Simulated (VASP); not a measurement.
Input of a VASP 6.6.1 run:

Contents of INCAR:

```
ALGO     = Normal         # electronic algorithm
EDIFF    = 1E-6           # SCF threshold, eV
ENCUT    = 520            # plane-wave cutoff, eV
GGA      = PS             # functional
ISIF     = 2              # what is computed and relaxed
ISMEAR   = -1             # smearing method
LASPH    = T              # aspherical terms in the spheres
LCHARG   = F              # write CHGCAR
LREAL    = F              # projectors in reciprocal space
LWAVE    = F              # write WAVECAR
NBANDS   = 13             # bands
NELM     = 80             # most SCF steps
PREC     = Accurate       # precision mode
SIGMA    = 0.03           # smearing width, eV
```

KPOINTS

```
k-points
0
Gamma
  14 14 14
```

POSCAR

```
W
1.0
   -1.5973000000      1.5973000000      1.5973000000
    1.5973000000     -1.5973000000      1.5973000000
    1.5973000000      1.5973000000     -1.5973000000
W
1
Direct
    0.0000000000      0.0000000000      0.0000000000
```

Potentials or basis: VASP PAW PBE potentials, release 64 (W_sv).

Launch:

```sh
$ cat potpaw_PBE.64/W_sv/POTCAR > POTCAR
$ mpirun -np 1 vasp_std > vasp.out
```

(1) Estimate the band gap on the k mesh.

(2) What does it give for the pressure?

Answers

(1) zero (band 7 reaches 15.84 eV, above the bottom of band 8 at 9.68 eV).

(2) -10.5 GPa.

Caveat: the PAW data sets were made with another functional, which shifts forces and pressure a little; spin-orbit coupling is left out, which moves the levels of the heavy elements.
